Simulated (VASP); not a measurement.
# SnSe2 (P-3m1) in VASP: further runs

SnSe2 is run at these levels: PBE+D3(BJ); tasks: single point.

All numbers are computed with VASP 6.6.1; they aren't measurements. Logs are shortened: lines on timing, memory, paths and dates and some standing lists are left out, and cuts for length are marked.

## Step 1: The cell of the first run

It takes space group P-3m1 (No. 164, trigonal). Conventional cell: a = 3.744 Å, b = 3.744 Å, c = 6.010 Å, α = 90.00°, β = 90.00°, γ = 120.00°. Within 3.5 Å of Sn (site symmetry -3m) lie 6 Se at 2.69 Å. Se (site symmetry 3m) has 3 Sn at 2.69 Å and 3 Se at 3.56 Å within 3.6 Å.

## Step 2: Single point, PBE+D3(BJ)

Contents of INCAR:

```
  PREC = Accurate
  ENCUT = 500
  EDIFF = 1E-6
  ISMEAR = 0
  SIGMA = 0.03
  LREAL = F
  LASPH = T
  NELM = 120
  ALGO = Normal
  ISIF = 2
  LWAVE = F
  LCHARG = F
  GGA = PE
  IVDW = 12
  NBANDS = 20
  GGA_COMPAT = F
```

Contents of KPOINTS:

```
regular mesh
0
Gamma
  12 12 6
```

Contents of POSCAR:

```
SnSe2
1.0
    3.7440000000      0.0000000000      0.0000000000
   -1.8720000000      3.2423991118      0.0000000000
    0.0000000000      0.0000000000      6.0099097605
Sn Se
1 2
Direct
    0.0000000000      0.0000000000      0.0000000000
    0.3333333333      0.6666666667      0.2651331237
    0.6666666667      0.3333333333      0.7348668763
```

Potentials or basis: VASP PAW PBE potentials, release 64 (Sn_d, Se).

Launch:

```sh
cat potpaw_PBE.64/Sn_d/POTCAR potpaw_PBE.64/Se/POTCAR > POTCAR
mpirun -np 1 vasp_std > vasp.out
```

OUTCAR:

```text
PREC = Accurate
   ENCUT = 500
   EDIFF = 1E-6
   ISMEAR = 0
   LREAL = F
   LASPH = T
   NELM = 120
   ISIF = 2
   GGA = PE
   IVDW = 12
 IVDW          = 12

 ion  position               nearest neighbor table
   1  0.000  0.000  0.000-   2 2.69   3 2.69   3 2.69   2 2.69   3 2.69   2 2.69
   2  0.333  0.667  0.265-   1 2.69   1 2.69   1 2.69
   3  0.667  0.333  0.735-   1 2.69   1 2.69   1 2.69

  LATTYP: Found a hexagonal cell.
 ALAT       =     3.7440000000
 C/A-ratio  =     1.6052109403

  Lattice vectors:

 A1 = (   3.7440000000,   0.0000000000,   0.0000000000)
 A2 = (  -1.8720000000,   3.2423991118,   0.0000000000)
 A3 = (   0.0000000000,   0.0000000000,   6.0099097605)

Analysis of symmetry for initial positions (statically):
=====================================================================
 Subroutine PRICEL returns:
 Original cell was already a primitive cell.

 Routine SETGRP: Setting up the symmetry group for a
 hexagonal supercell.

 Subroutine GETGRP returns: Found 12 space group operations
 (whereof 12 operations were pure point group operations)
 out of a pool of 24 trial point group operations.

The static configuration has the point symmetry D_3d.

Analysis of symmetry for dynamics (positions and initial velocities):
=====================================================================
 Subroutine PRICEL returns:
 Original cell was already a primitive cell.

 Routine SETGRP: Setting up the symmetry group for a
 hexagonal supercell.

 Subroutine GETGRP returns: Found 12 space group operations
 (whereof 12 operations were pure point group operations)
 out of a pool of 24 trial point group operations.

The dynamic configuration has the point symmetry D_3d.

 Subroutine INISYM returns: Found 12 space group operations
 (whereof 12 operations are pure point group operations),
 and found     1 'primitive' translations

----------------------------------------------------------------------------------------

                                     Primitive cell

  volume of cell :      72.9576

  direct lattice vectors                    reciprocal lattice vectors
     3.744000000  0.000000000  0.000000000     0.267094017  0.154206803  0.000000000
    -1.872000000  3.242399112  0.000000000     0.000000000  0.308413605  0.000000000
     0.000000000  0.000000000  6.009909761     0.000000000  0.000000000  0.166391849

  length of vectors
[... 83 lines left out ...]
   NELM   =    120;   NELMIN=  2; NELMDL= -5     # of ELM steps
   EDIFF  = 0.1E-05   stopping-criterion for ELM
   LREAL  =      F    real-space projection
   EDIFFG = 0.1E-04   stopping-criterion for IOM
   NSW    =      0    number of steps for IOM
   IBRION =     -1    ionic relax: 0-MD 1-quasi-New 2-CG
   NFREE  =      0    steps in history (QN), initial steepest desc. (CG)
   ISIF   =      2    stress and relaxation
   ISYM   =      2    0-nonsym 1-usesym 2-fastsym
   POTIM  = 0.5000    time-step for ionic-motion
   TEBEG  =    0.0;   TEEND  =   0.0 temperature during run
   PSTRESS=    0.0 pullay stress
   NELECT =      26.0000    total number of electrons
   NUPDOWN=      -1.0000    fix difference up-down
   EMIN   =  10.00;   EMAX   =-10.00  energy-range for DOS
   EFERMI =   0.00;   METHOD = LEGACY
   ISMEAR =     0;   SIGMA  =   0.03  broadening in eV -4-tet -1-fermi 0-gaus
   EFERMI_NEDOS =   21; number of points for ismear=-14 and -15
   IALGO  =     38    algorithm
   IMIX   =      4    mixing-type and parameters
     AMIX     =   0.40;   BMIX     =  1.00
     AMIX_MAG =   1.60;   BMIX_MAG =  1.00
  volume/ion in A,a.u.               =      24.32       164.11
  Fermi-wavevector in a.u.,A,eV,Ry     =   1.160671  2.193350 18.329191  1.347158
  Thomas-Fermi vector in A             =   2.297251
   LORBIT       =      0    0 simple, 1 ext, 2 COOP (PROOUT), +10 PAW based schemes
   GGA     = PE    functional components
   LHFCALC =     F    Hartree Fock is set to
   AEXX    =    0.0000 exact exchange contribution
   IVDW    =    12    specifies the selected vdW correction
   LEPSILON=     F    determine dielectric tensor
   LRPA    =     F    only Hartree local field effects (RPA)
 non-spin polarized calculation
 Gauss-broadening in eV      SIGMA  =   0.03
  energy-cutoff  :      500.00
  volume of cell :       72.96
 maximum number of plane-waves:      1874
   NGX = 13   NGY = 13   NGZ = 21

 number of electron      25.9999992 magnetization

 Free energy of the ion-electron system (eV)
  ---------------------------------------------------
  ext. energy  EPLUGINS =         0.00000000
  ---------------------------------------------------
  free energy    TOTEN  =       -11.69770723 eV

  energy without entropy =      -11.69770723  energy(sigma->0) =      -11.69770723

 E-fermi :   5.1440     XC(G=0):  -9.7943

 val. band max:        4.9231195382   @ k =   0.0833   0.0833   0.0000
 cond. band min:       5.3833747916   @ k =   0.0000   0.4167   0.3333
 fundamental gap:      0.4602552534
 Fermi energy:         5.1439650153

 k-point     1 :       0.0000    0.0000    0.0000
  band No.  band energies     occupation
      1     -16.4803      2.00000
      2     -16.4803      2.00000
      3     -16.4333      2.00000
      4     -16.4196      2.00000
      5     -16.4196      2.00000
      6      -9.3377      2.00000
[... 541 lines left out ...]
     19      12.7262      0.00000
     20      13.8213      0.00000

 [... further k-points ...]

------------------------ aborting loop because EDIFF is reached ----------------------------------------

 Edisp (eV)   -1.14966

 E8    (eV) :    -0.5029

  FORCE on cell =-STRESS in cart. coord.  units (eV):
  Direction    XX          YY          ZZ          XY          YZ          ZX
  --------------------------------------------------------------------------------------
  -------------------------------------------------------------------------------------
  Total       2.01923     2.01923     1.27565    -0.00000     0.00000     0.00000
  in kB      44.34307    44.34307    28.01388    -0.00000     0.00000     0.00000
  external pressure =       38.90 kB  Pullay stress =        0.00 kB

 VOLUME and BASIS-vectors are now :
 -----------------------------------------------------------------------------
  energy-cutoff  :      500.00
  volume of cell :       72.96
      direct lattice vectors                 reciprocal lattice vectors
     3.744000000  0.000000000  0.000000000     0.267094017  0.154206803  0.000000000
    -1.872000000  3.242399112  0.000000000     0.000000000  0.308413605  0.000000000
     0.000000000  0.000000000  6.009909761     0.000000000  0.000000000  0.166391849

 POSITION                                       TOTAL-FORCE (eV/Angst)
 -----------------------------------------------------------------------------------
      0.00000      0.00000      0.00000        -0.000000      0.000000      0.000000
     -0.00000      2.16160      1.59343        -0.000000     -0.000000      0.300853
      1.87200      1.08080      4.41648         0.000000      0.000000     -0.300853
 -----------------------------------------------------------------------------------
    total drift:                               -0.000000      0.000000      0.000000

  FREE ENERGIE OF THE ION-ELECTRON SYSTEM (eV)
  ---------------------------------------------------
  free  energy   TOTEN  =       -12.8473720827 eV

  energy  without entropy=      -12.8473720827  energy(sigma->0) =      -12.84737208
```

OSZICAR:

```text
N       E                     dE             d eps       ncg     rms          rms(c)
DAV:   1     0.203212302643E+03    0.20321E+03   -0.12003E+04  4112   0.147E+03
DAV:   2     0.106092621684E+02   -0.19260E+03   -0.18513E+03  4324   0.385E+02
DAV:   3    -0.112075556048E+02   -0.21817E+02   -0.21342E+02  4852   0.112E+02
DAV:   4    -0.119296670736E+02   -0.72211E+00   -0.72101E+00  4756   0.215E+01
DAV:   5    -0.119470107328E+02   -0.17344E-01   -0.17342E-01  5520   0.345E+00    0.530E+00
DAV:   6    -0.117168144773E+02    0.23020E+00   -0.46580E-01  6040   0.725E+00    0.341E+00
DAV:   7    -0.116972671521E+02    0.19547E-01   -0.15170E-01  4740   0.250E+00    0.101E+00
DAV:   8    -0.116972725135E+02   -0.53614E-05   -0.11606E-02  4988   0.101E+00    0.291E-01
DAV:   9    -0.116976812165E+02   -0.40870E-03   -0.15344E-03  4520   0.274E-01    0.864E-02
DAV:  10    -0.116976808860E+02    0.33044E-06   -0.11098E-04  5108   0.727E-02    0.334E-02
DAV:  11    -0.116977067883E+02   -0.25902E-04   -0.42824E-05  4404   0.381E-02    0.792E-03
DAV:  12    -0.116977072289E+02   -0.44063E-06   -0.14410E-06  3916   0.817E-03
   1 F= -.12847372E+02 E0= -.12847372E+02  d E =-.342741E-27
```

Wall time 1.8 min (1 thread of Intel Xeon 8259CL, shared host); peak memory 0.28 GiB.

Results:

- Free energy: -12.8474 eV
- Pressure: 3.9 GPa
- Largest force: 0.301 eV/Å
- Band gap on the k mesh: 0.46 eV (least direct gap 1.22 eV)
- Dispersion energy per atom: -0.383 eV

Forces on the atoms (eV/Å):
```
Sn   0.000  0.000  0.000
Se   0.000  0.000  0.301
Se   0.000  0.000 -0.301
```

Stress tensor (GPa, compression positive):
```
4.43 0.00 0.00
0.00 4.43 0.00
0.00 0.00 2.80
```

Caveat: the cell stands under pressure; spin-orbit coupling is left out, which moves the levels of the heavy elements. A k mesh can miss the band edges.

## Step 3: Single point, PBE+D3(BJ)

This run uses another cell than the first one, of the same volume but with other edges.

Contents of INCAR:

```
SYSTEM = SnSe2
  ALGO = Normal
  EDIFF = 1E-6
  ENCUT = 500
  GGA = PE
  GGA_COMPAT = .False.
  ISIF = 2
  ISMEAR = 0
  IVDW = 12
  LASPH = .True.
  LCHARG = .False.
  LREAL = .False.
  LWAVE = .False.
  NBANDS = 20
  NELM = 120
  PREC = Accurate
  SIGMA = 0.03
```

Contents of KPOINTS:

```
k-points
0
Gamma
  12 12 6
  0 0 0
```

Contents of POSCAR:

```
SnSe2
1.0
    3.6480000000      0.0000000000      0.0000000000
   -1.8240000000      3.1592606730      0.0000000000
    0.0000000000      0.0000000000      6.3344000000
Sn Se
1 2
Direct
    0.0000000000      0.0000000000      0.0000000000
    0.3333333333      0.6666666667      0.2651331237
    0.6666666667      0.3333333333      0.7348668763
```

Potentials or basis: VASP PAW PBE potentials, release 64 (Sn_d, Se).

Launch:

```sh
cat potpaw_PBE.64/Sn_d/POTCAR potpaw_PBE.64/Se/POTCAR > POTCAR
mpirun -np 1 vasp_std > vasp.out
```

It took 2.2 min on 1 thread of Intel Xeon 8259CL, shared host; peak memory 0.29 GiB.

It converged, with:

| Property | Result |
| --- | --- |
| Free energy | -12.7336 eV |
| Pressure | 3.8 GPa |
| Largest force | 0.217 eV/Å |
| Band gap on the k mesh | 0.12 eV (least direct gap 0.94 eV) |
| Dispersion energy per atom | -0.383 eV |

Forces on the atoms (eV/Å):
```
Sn   0.000  0.000  0.000
Se   0.000  0.000 -0.217
Se   0.000  0.000  0.217
```

Stress tensor (GPa, compression positive):
```
 6.57  0.00  0.00
 0.00  6.57  0.00
 0.00  0.00 -1.76
```

Levels at points of the mesh, in eV from the valence-band top:
```tsv
k point	band 9	band 10	band 11	band 12	band 13	band 14	band 15	band 16	band 17	band 18
(0.00, 0.00, 0.00)	-0.97	-0.43	-0.43	-0.22	-0.22	1.06	3.47	4.85	4.85	7.25
(0.50, 0.00, 0.00)	-5.02	-3.76	-2.50	-2.13	-0.46	1.01	3.44	4.70	4.89	5.79
(0.00, 0.00, 0.50)	-3.24	-0.57	-0.57	-0.03	-0.03	2.91	3.34	4.59	4.59	7.12
(0.50, 0.00, 0.50)	-5.51	-2.71	-2.28	-1.40	-0.92	0.12	3.15	4.36	5.10	5.75
```

Caveat: the cell stands under pressure; spin-orbit coupling is left out, which moves the levels of the heavy elements. A k mesh can miss the band edges.

[end of part 1 of 2]
